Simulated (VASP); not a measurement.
Write the native input for VASP 6.6.1 that does the following.

* Task: single point
* Functional: r2SCAN
* Potentials or basis: VASP PAW PBE potentials, release 64 (K_sv, I)
* Cutoff: 520 eV
* k mesh: 6 × 6 × 6
* Occupations: gaussian, width 0.05 eV
* Spin: no spin polarisation
* Dipole correction: no
* Further INCAR settings: ALGO = Normal; EDIFF = 1e-06; NBANDS = 15

KI:

```
CELL_PARAMETERS angstrom
0.00000 3.31673 3.98007
3.31673 0.00000 3.98007
3.31673 3.31673 0.00000
ATOMIC_POSITIONS crystal
K 0.00000 0.00000 0.00000
I 0.50000 0.50000 0.50000
```

This cell differs from its parent crystal: ratio of the length along z to the lengths across it x 1.2, volume and fractional coordinates fixed.

The input as run:

POSCAR

```
KI
1.0
    0.0000000000      3.3167285356      3.9800742427
    3.3167285356      0.0000000000      3.9800742427
    3.3167285356      3.3167285356      0.0000000000
K I
1 1
Direct
    0.0000000000      0.0000000000      0.0000000000
    0.5000000000      0.5000000000      0.5000000000
```

INCAR.step1

```
PREC     = Accurate       # precision mode
ENCUT    = 520            # plane-wave cutoff, eV
ISMEAR   = 0              # smearing method
SIGMA    = 0.05           # smearing width, eV
LREAL    = False          # projectors in reciprocal space
LASPH    = True           # aspherical terms in the spheres
NELM     = 100            # most SCF steps
NBANDS   = 15             # bands
GGA      = PE             # functional
ALGO     = Normal         # electronic algorithm
EDIFF    = 1E-4           # SCF threshold, eV
LWAVE    = True           # write WAVECAR
LCHARG   = False          # write CHGCAR
```

INCAR.step2

```
PREC     = Accurate       # precision mode
ENCUT    = 520            # plane-wave cutoff, eV
EDIFF    = 1E-6           # SCF threshold, eV
ISMEAR   = 0              # smearing method
SIGMA    = 0.05           # smearing width, eV
LREAL    = False          # projectors in reciprocal space
LASPH    = True           # aspherical terms in the spheres
NELM     = 100            # most SCF steps
ALGO     = Normal         # electronic algorithm
ISIF     = 2              # what is computed and relaxed
LWAVE    = False          # write WAVECAR
LCHARG   = True           # write CHGCAR
METAGGA  = R2SCAN         # meta-GGA
LMIXTAU  = True         
LELF     = True           # ELF
LVHAR    = True         
NBANDS   = 15             # bands
ISTART   = 1
```

KPOINTS

```
regular mesh
0
Gamma
  6 6 6
```

Potentials or basis: VASP PAW PBE potentials, release 64 (K_sv, I).

Run with:

```sh
$ cat potpaw_PBE.64/K_sv/POTCAR potpaw_PBE.64/I/POTCAR > POTCAR
$ cp INCAR.step1 INCAR
$ mpirun -np 1 vasp_std > vasp.out
$ cp INCAR.step2 INCAR
$ mpirun -np 1 vasp_std > vasp.out
```

Results of the run:

```yaml
Pressure: 1.5 GPa
Band_gap_on_the_k_mesh: 4.50 eV, direct
```

Caveat: the PAW data sets were made with another functional, which shifts forces and pressure a little; spin-orbit coupling is left out, which moves the levels of the heavy elements.

Wall time 110 s on 1 thread of Intel(R) Xeon(R) Platinum 8559C (Emerald Rapids), on a shared host, peak memory 0.26 GiB.
